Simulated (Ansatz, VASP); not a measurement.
## Two plane-wave programs on ScAs2

INCAR

```
  PREC = Accurate
  ENCUT = 600
  EDIFF = 1E-6
  ISMEAR = 0
  SIGMA = 0.1
  LREAL = False
  LASPH = True
  NELM = 80
  ALGO = Normal
  ISIF = 3
  LWAVE = False
  LCHARG = False
  GGA = PE
  IBRION = 2
  NSW = 90
  EDIFFG = -0.04
```

Contents of KPOINTS:

```
Automatic mesh
0
Gamma
  6 6 6
```

The input POSCAR:

```
ScAs2
1.0
   -2.5915582800      2.5915582800      2.7734987400
    2.5915582800     -2.5915582800      2.7734987400
    2.5915582800      2.5915582800     -2.7734987400
Sc As
1 2
Direct
    0.0000000000      0.0000000000      0.0000000000
    0.0150622500      0.5150622500      0.5000000000
    0.4849377500      0.9849377500      0.5000000000
```

Input for Ansatz:

```yaml
crystal:
  lattice:
    - [-2.59155828, 2.59155828, 2.77349874]
    - [2.59155828, -2.59155828, 2.77349874]
    - [2.59155828, 2.59155828, -2.77349874]
  atoms:
    - { symbol: Sc, position: [0.0, 0.0, 0.0] }
    - { symbol: As, position: [0.01506225, 0.51506225, 0.5] }
    - { symbol: As, position: [0.48493775, 0.98493775, 0.5] }
basis:
  ecutwfc: 420
kpoints:
  mp_grid: { grid: [6, 6, 6] }
hamiltonian:
  xc: pbe
scf:
  occupations: { method: gaussian, width: 0.1 }
  lower_state_search: "off"
output:
  forces: true
  stress: true
  eigenvalues: true
relax:
  adjacent_minimum: "off"
  f_tol: 0.04
  max_steps: 70
  cell: { stress_tol: 0.4 }
```

Alike in both runs: task relaxation of cell and atoms; functional PBE; k mesh 6 × 6 × 6; occupations gaussian, width 0.1 eV; no spin polarisation.

|  | VASP | Ansatz |
| --- | --- | --- |
| version | VASP 6.6.1 | Ansatz 0.2.0 |
| potentials or method | VASP PAW PBE potentials, release 64 (Sc_sv, As), cutoff 600 eV | scalar-relativistic, plane waves, PAW |
| valence electrons in the cell | 21 | 41 |

|  | VASP | Ansatz | Ansatz less VASP |
| --- | --- | --- | --- |
| gap on the k mesh at the Fermi level, each at its own relaxed structure (eV) | none | none | - |
| relaxed volume (Å³/atom) | 24.97 | 24.93 | -0.045 |
| relaxed cell length with the largest relative difference (Å) | 4.600 | 4.597 | -0.0027 |

A gap of «none» marks a metal or a gap that the smearing closes. VASP's potentials hold 21 valence electrons a cell and Ansatz's 41, so a difference there can come from the potentials and not from the codes.
